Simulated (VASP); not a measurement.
A run of VASP 6.6.1:

File INCAR:

```
SYSTEM = GaP
PREC = Accurate
ENCUT = 520
EDIFF = 1E-6
ISMEAR = 0
SIGMA = 0.05
LREAL = .FALSE.
LASPH = .TRUE.
NELM = 100
ALGO = Normal
ISIF = 2
LWAVE = .FALSE.
LCHARG = .TRUE.
GGA = PE
IVDW = 12
LELF = .TRUE.
LVHAR = .TRUE.
NBANDS = 16
```

The input KPOINTS:

```
regular mesh
0
G
  8 8 8
  0 0 0
```

POSCAR

```
GaP
1.0
    0.0000000000      2.7574263595      2.7574263595
    2.7574263595      0.0000000000      2.7574263595
    2.7574263595      2.7574263595      0.0000000000
Ga P
1 1
Direct
    0.0000000000      0.0000000000      0.0000000000
    0.7500000000      0.7500000000      0.7500000000
```

Potentials or basis: VASP PAW PBE potentials, release 64 (Ga_d, P).

Run with:

```console
$ cat potpaw_PBE.64/Ga_d/POTCAR potpaw_PBE.64/P/POTCAR > POTCAR
$ mpirun -np 1 vasp_std > vasp.out
```

Hardware: 1 thread of AMD EPYC 9R45 (Zen 5) (shared host).

Problem. Estimate the wall time of this run.

Solution. It took 21 s on 1 thread of AMD EPYC 9R45 (Zen 5) (shared host), peak memory 0.15 GiB. Counts: scf iterations 12, k points 29.
